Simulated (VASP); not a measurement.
# Ir (Fm-3m) in VASP: single point with PBEsol

Aim: the single point of Ir with PBEsol.

Everything below comes from runs of VASP 6.6.1. Logs are shortened: lines on timing, memory, paths and dates and some standing lists are left out, and cuts for length are marked.

### Step 1. The cell of the first run

Symmetry: Fm-3m, No. 225, cubic system. The conventional cell has a = 3.830 Å, b = 3.830 Å, c = 3.830 Å, α = 90.00°, β = 90.00°, γ = 90.00°. Ir (site symmetry m-3m) has 12 Ir at 2.71 Å within 3.6 Å.

### Step 2. Single point, PBEsol

Input file INCAR:

```
ALGO = Fast ; EDIFF = 1E-6
ENCUT = 520 ; GGA = PS
ISIF = 2 ; ISMEAR = 0
LASPH = True ; LCHARG = False
LREAL = False ; LWAVE = False
NBANDS = 10 ; NELM = 60
PREC = Accurate ; SIGMA = 0.1
```

Input file KPOINTS:

```
k-points
0
Gamma
  58 58 58
```

Input file POSCAR:

```
Ir
1.0
    0.0000000000      1.9151418430      1.9151418430
    1.9151418430      0.0000000000      1.9151418430
    1.9151418430      1.9151418430      0.0000000000
Ir
1
Direct
    0.0000000000      0.0000000000      0.0000000000
```

Potentials or basis: VASP PAW PBE potentials, release 64 (Ir).

Started as:

```
> cat potpaw_PBE.64/Ir/POTCAR > POTCAR
> mpirun -np 1 vasp_std > vasp.out
```

OUTCAR:

```text
EDIFF = 1E-6
   ENCUT = 520
   GGA = PS
   ISIF = 2
   ISMEAR = 0
   LASPH = True
   LREAL = False
   NELM = 60
   PREC = Accurate

 ion  position               nearest neighbor table
   1  0.000  0.000  0.000-

  LATTYP: Found a face centered cubic cell.
 ALAT       =     3.8302836860

  Lattice vectors:

 A1 = (   0.0000000000,   1.9151418430,   1.9151418430)
 A2 = (   1.9151418430,   0.0000000000,   1.9151418430)
 A3 = (   1.9151418430,   1.9151418430,   0.0000000000)

Analysis of symmetry for initial positions (statically):
=====================================================================
 Subroutine PRICEL returns:
 Original cell was already a primitive cell.

 Routine SETGRP: Setting up the symmetry group for a
 face centered cubic supercell.

 Subroutine GETGRP returns: Found 48 space group operations
 (whereof 48 operations were pure point group operations)
 out of a pool of 48 trial point group operations.

The static configuration has the point symmetry O_h .

Analysis of symmetry for dynamics (positions and initial velocities):
=====================================================================
 Subroutine PRICEL returns:
 Original cell was already a primitive cell.

 Routine SETGRP: Setting up the symmetry group for a
 face centered cubic supercell.

 Subroutine GETGRP returns: Found 48 space group operations
 (whereof 48 operations were pure point group operations)
 out of a pool of 48 trial point group operations.

The dynamic configuration has the point symmetry O_h .

 Subroutine INISYM returns: Found 48 space group operations
 (whereof 48 operations are pure point group operations),
 and found     1 'primitive' translations

----------------------------------------------------------------------------------------

                                     Primitive cell

  volume of cell :      14.0486

  direct lattice vectors                    reciprocal lattice vectors
     0.000000000  1.915141843  1.915141843    -0.261077268  0.261077268  0.261077268
     1.915141843  0.000000000  1.915141843     0.261077268 -0.261077268  0.261077268
     1.915141843  1.915141843  0.000000000     0.261077268  0.261077268 -0.261077268

  length of vectors
     2.708419568  2.708419568  2.708419568     0.452199093  0.452199093  0.452199093

  position of ions in fractional coordinates (direct lattice)
     0.000000000  0.000000000  0.000000000

  ion indices of the primitive-cell ions
   primitive index   ion index
                 1           1

----------------------------------------------------------------------------------------

 KPOINTS: k-points

Automatic generation of k-mesh.
 Grid dimensions read from file:
 generate k-points for:   58   58   58

 Generating k-lattice:

  Cartesian coordinates                     Fractional coordinates (reciprocal lattice)
    -0.004501332  0.004501332  0.004501332     0.017241379  0.000000000  0.000000000
     0.004501332 -0.004501332  0.004501332     0.000000000  0.017241379  0.000000000
     0.004501332  0.004501332 -0.004501332     0.000000000  0.000000000  0.017241379

  Length of vectors
     0.007796536  0.007796536  0.007796536

  Shift w.r.t. Gamma in fractional coordinates (k-lattice)
     0.000000000  0.000000000  0.000000000

 Subroutine IBZKPT returns following result:
 ===========================================

 Found   4735 irreducible k-points:

 Following reciprocal coordinates:
            Coordinates               Weight
  0.000000  0.000000  0.000000      1.000000
  0.017241  0.000000  0.000000      8.000000
  0.034483  0.000000  0.000000      8.000000
  0.051724  0.000000  0.000000      8.000000
  0.068966  0.000000  0.000000      8.000000
  0.086207  0.000000  0.000000      8.000000
[... 16 lines left out ...]
  0.379310  0.000000  0.000000      8.000000
  0.396552  0.000000  0.000000      8.000000
 [... further k-points ...]
   k-points           NKPTS =   4735   k-points in BZ     NKDIM =   4735   number of bands    NBANDS=     10
   number of dos      NEDOS =    301   number of ions     NIONS =      1
   total plane-waves  NPLWV =   8000
   dimension x,y,z NGX =    20 NGY =   20 NGZ =   20
   dimension x,y,z NGXF=    40 NGYF=   40 NGZF=   40
   ions per type =               1
   NGX,Y,Z   is equivalent  to a cutoff of  12.28, 12.28, 12.28 a.u.
   NGXF,Y,Z  is equivalent  to a cutoff of  24.55, 24.55, 24.55 a.u.
 SYSTEM =  unknown system
   PREC   = accura    normal or accurate (medium, high low for compatibility)
   ISTART =      0    job   : 0-new  1-cont  2-samecut
   ICHARG =      2    charge: 1-file 2-atom 10-const
   ISPIN  =      1    spin polarized calculation?
   LNONCOLLINEAR =      F non collinear calculations
   LSORBIT =      F    spin-orbit coupling
   LASPH  =      T    aspherical Exc in radial PAW
   ENCUT  =  520.0 eV  38.22 Ry    6.18 a.u.   5.04  5.04  5.04*2*pi/ulx,y,z
   NELM   =     60;   NELMIN=  2; NELMDL= -5     # of ELM steps
   EDIFF  = 0.1E-05   stopping-criterion for ELM
   LREAL  =      F    real-space projection
   EDIFFG = 0.1E-04   stopping-criterion for IOM
   NSW    =      0    number of steps for IOM
   IBRION =     -1    ionic relax: 0-MD 1-quasi-New 2-CG
   NFREE  =      0    steps in history (QN), initial steepest desc. (CG)
   ISIF   =      2    stress and relaxation
   ISYM   =      2    0-nonsym 1-usesym 2-fastsym
   POTIM  = 0.5000    time-step for ionic-motion
   TEBEG  =    0.0;   TEEND  =   0.0 temperature during run
   PSTRESS=    0.0 pullay stress
   NELECT =       9.0000    total number of electrons
   NUPDOWN=      -1.0000    fix difference up-down
   EMIN   =  10.00;   EMAX   =-10.00  energy-range for DOS
   EFERMI =   0.00;   METHOD = LEGACY
   ISMEAR =     0;   SIGMA  =   0.10  broadening in eV -4-tet -1-fermi 0-gaus
   EFERMI_NEDOS =   21; number of points for ismear=-14 and -15
   IALGO  =     68    algorithm
   IMIX   =      4    mixing-type and parameters
     AMIX     =   0.40;   BMIX     =  1.00
     AMIX_MAG =   1.60;   BMIX_MAG =  1.00
  volume/ion in A,a.u.               =      14.05        94.80
  Fermi-wavevector in a.u.,A,eV,Ry     =   1.411274  2.666921 27.098652  1.991695
  Thomas-Fermi vector in A             =   2.533142
   LORBIT       =      0    0 simple, 1 ext, 2 COOP (PROOUT), +10 PAW based schemes
   GGA     = PS    functional components
   LHFCALC =     F    Hartree Fock is set to
   AEXX    =    0.0000 exact exchange contribution
   IVDW    =     0    specifies the selected vdW correction
   LEPSILON=     F    determine dielectric tensor
   LRPA    =     F    only Hartree local field effects (RPA)
 non-spin polarized calculation
 RMM-DIIS sequential band-by-band and
 Gauss-broadening in eV      SIGMA  =   0.10
  energy-cutoff  :      520.00
  volume of cell :       14.05
 maximum number of plane-waves:       389
   NGX =  9   NGY =  9   NGZ =  9

 number of electron       9.0000000 magnetization

 Free energy of the ion-electron system (eV)
  ---------------------------------------------------
  ext. energy  EPLUGINS =         0.00000000
  ---------------------------------------------------
  free energy    TOTEN  =        -9.82168606 eV

  energy without entropy =       -9.81715269  energy(sigma->0) =       -9.81941937

 E-fermi :  10.3545     XC(G=0): -14.1428

 val. band max:       10.3540756247   @ k =   0.3276   0.1207   0.0345
 cond. band min:      10.3563817038   @ k =  -0.4310   0.4138   0.0172
 fundamental gap:      0.0023060791
 Fermi energy:        10.3545054830

 k-point     1 :       0.0000    0.0000    0.0000
  band No.  band energies     occupation
      1      -0.8983      2.00000
      2       6.4231      2.00000
      3       6.4231      2.00000
      4       6.4231      2.00000
      5       9.1691      2.00000
      6       9.1691      2.00000
      7      24.6730      0.00000
      8      30.2885      0.00000
      9      30.2885      0.00000
     10      30.2885      0.00000

 k-point     2 :       0.0172    0.0000    0.0000
  band No.  band energies     occupation
      1      -0.8849      2.00000
      2       6.4156      2.00000
      3       6.4291      2.00000
      4       6.4291      2.00000
      5       9.1650      2.00000
      6       9.1650      2.00000
      7      24.6967      0.00000
      8      30.2036      0.00000
      9      30.3107      0.00000
     10      30.3107      0.00000

 k-point     3 :       0.0345    0.0000    0.0000
  band No.  band energies     occupation
      1      -0.8446      2.00000
      2       6.3934      2.00000
      3       6.4469      2.00000
      4       6.4469      2.00000
      5       9.1530      2.00000
      6       9.1530      2.00000
      7      24.7673      0.00000
      8      29.9677      0.00000
      9      30.3772      0.00000
     10      30.3772      0.00000

 k-point     4 :       0.0517    0.0000    0.0000
  band No.  band energies     occupation
      1      -0.7779      2.00000
      2       6.3575      2.00000
      3       6.4760      2.00000
      4       6.4760      2.00000
      5       9.1341      2.00000
      6       9.1341      2.00000
      7      24.8832      0.00000
      8      29.6225      0.00000
      9      30.4874      0.00000
     10      30.4874      0.00000
[... 222 lines left out ...]
 k-point    22 :       0.3621    0.0000    0.0000
  band No.  band energies     occupation
      1       2.1017      2.00000
      2       6.5595      2.00000
      3       6.5595      2.00000
      4       7.3356      2.00000
      5      10.4455      0.19838
      6      10.4455      0.19837
      7      20.7321      0.00000
      8      25.3607      0.00000
      9      32.2121      0.00000
     10      32.2121      0.00000

 k-point    23 :       0.3793    0.0000    0.0000
  band No.  band energies     occupation
      1       2.1312      2.00000
      2       6.5086      2.00000
      3       6.5086      2.00000
      4       7.6960      2.00000
      5      10.6179      0.00020
      6      10.6179      0.00020
      7      20.1738      0.00000
      8      25.0875      0.00000
      9      31.7683      0.00000
     10      31.7683      0.00000

 k-point    24 :       0.3966    0.0000    0.0000
  band No.  band energies     occupation
      1       2.1476      2.00000
      2       6.4622      2.00000
      3       6.4622      2.00000
      4       8.0667      2.00000
      5      10.7786      0.00000
      6      10.7786      0.00000
      7      19.6293      0.00000
      8      24.8499      0.00000
      9      31.3689      0.00000
     10      31.3689      0.00000

 [... further k-points ...]

------------------------ aborting loop because EDIFF is reached ----------------------------------------

  FORCE on cell =-STRESS in cart. coord.  units (eV):
  Direction    XX          YY          ZZ          XY          YZ          ZX
  --------------------------------------------------------------------------------------
  -------------------------------------------------------------------------------------
  Total        0.0751958      0.0751958      0.0751958      0.0000000     -0.0000000      0.0000000
  in kB        8.5757403      8.5757403      8.5757403      0.0000000     -0.0000000      0.0000000
  external PRESSURE =       8.5757403 kB  Pullay stress =       0.0000000 kB

 VOLUME and BASIS-vectors are now :
 -----------------------------------------------------------------------------
  energy-cutoff  :      520.00
  volume of cell :       14.05
      direct lattice vectors                 reciprocal lattice vectors
     0.000000000  1.915141843  1.915141843    -0.261077268  0.261077268  0.261077268
     1.915141843  0.000000000  1.915141843     0.261077268 -0.261077268  0.261077268
     1.915141843  1.915141843  0.000000000     0.261077268  0.261077268 -0.261077268

 POSITION                                       TOTAL-FORCE (eV/Angst)
 -----------------------------------------------------------------------------------
      0.00000      0.00000      0.00000        -0.000000     -0.000000      0.000000
 -----------------------------------------------------------------------------------
    total drift:                                0.000000      0.000000      0.000000

  FREE ENERGIE OF THE ION-ELECTRON SYSTEM (eV)
  ---------------------------------------------------
  free  energy   TOTEN  =        -9.8216860577 eV

  energy  without entropy=       -9.8171526879  energy(sigma->0) =       -9.81941937
```

It took 5.2 min on 1 thread of Intel Xeon 6975P-C (Granite Rapids), shared host; peak memory 0.76 GiB.

What came out:

```yaml
Free_energy: -9.8217 eV
Pressure: 0.9 GPa
Band_gap_on_the_k_mesh: zero (an odd number of electrons rules out a gap without spin polarisation)
```

Levels at points of the mesh, in eV from the Fermi level:
```csv
k point,band 1,band 2,band 3,band 4,band 5,band 6,band 7,band 8
"(0.00, 0.00, 0.00)",-11.25,-3.93,-3.93,-3.93,-1.19,-1.19,14.32,19.93
"(0.50, 0.00, 0.00)",-8.20,-4.03,-4.03,-0.82,0.93,0.93,7.31,13.85
"(0.50, 0.50, 0.00)",-8.01,-7.43,0.91,1.51,1.51,1.66,10.57,11.71
```

Caveat: the PAW data sets were made with another functional, which shifts forces and pressure a little; spin-orbit coupling is left out, which moves the levels of the heavy elements.
